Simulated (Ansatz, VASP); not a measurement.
Rh: VASP beside Ansatz

Contents of INCAR:

```
SYSTEM = Rh
  PREC = Accurate
  ENCUT = 520
  EDIFF = 1E-8
  ISMEAR = -1
  SIGMA = 0.08
  LREAL = .False.
  LASPH = .True.
  NELM = 100
  ALGO = Normal
  ISIF = 2
  LWAVE = .False.
  LCHARG = .False.
  GGA = PS
  LEFG = .True.
  NBANDS = 14
```

KPOINTS

```
regular mesh
0
Gamma
  16 16 16
  0 0 0
```

POSCAR

```
Rh
1.0
    0.0000000000      1.9078674883      1.9078674883
    1.9078674883      0.0000000000      1.9078674883
    1.9078674883      1.9078674883      0.0000000000
Rh
1
Direct
    0.0000000000      0.0000000000      0.0000000000
```

Input for Ansatz:

```yaml
crystal:
  lattice:
    - [0.0, 1.9078674883, 1.9078674883]
    - [1.9078674883, 0.0, 1.9078674883]
    - [1.9078674883, 1.9078674883, 0.0]
  atoms:
    - { symbol: Rh, position: [0.0, 0.0, 0.0] }
kpoints:
  mp_grid: { grid: [16, 16, 16] }
scf:
  occupations: { method: fermi_dirac, width: 0.08 }
hamiltonian:
  xc: pbesol
  pseudopotentials: { kind: paw }
output:
  forces: true
  stress: true
  eigenvalues: true
  efg: { contact_densities: true }
```

Change from the starting cell: volume scaled by 1.01, PAW files.

Alike in both runs: task electric field gradients; functional PBEsol; k mesh 16 × 16 × 16; occupations fermi-dirac, width 0.08 eV; no spin polarisation.

|  | VASP | Ansatz |
| --- | --- | --- |
| version | VASP 6.6.1 | Ansatz 0.2.0 |
| potentials or method | VASP PAW PBE potentials, release 64 (Rh_pv) | PAW with Ansatz's default frozen-core files, scalar-relativistic |
| plane-wave cutoff (eV) | 520 | 420 |
| valence electrons in the cell | 15 | 17 |

```tsv
	VASP	Ansatz	Ansatz less VASP
pressure (GPa)	-7.5	-7.5	+0.07
```

VASP's potentials were made for PBE, not for PBEsol. VASP's potentials hold 15 valence electrons a cell and Ansatz's 17, so a difference there can come from the potentials and not from the codes.
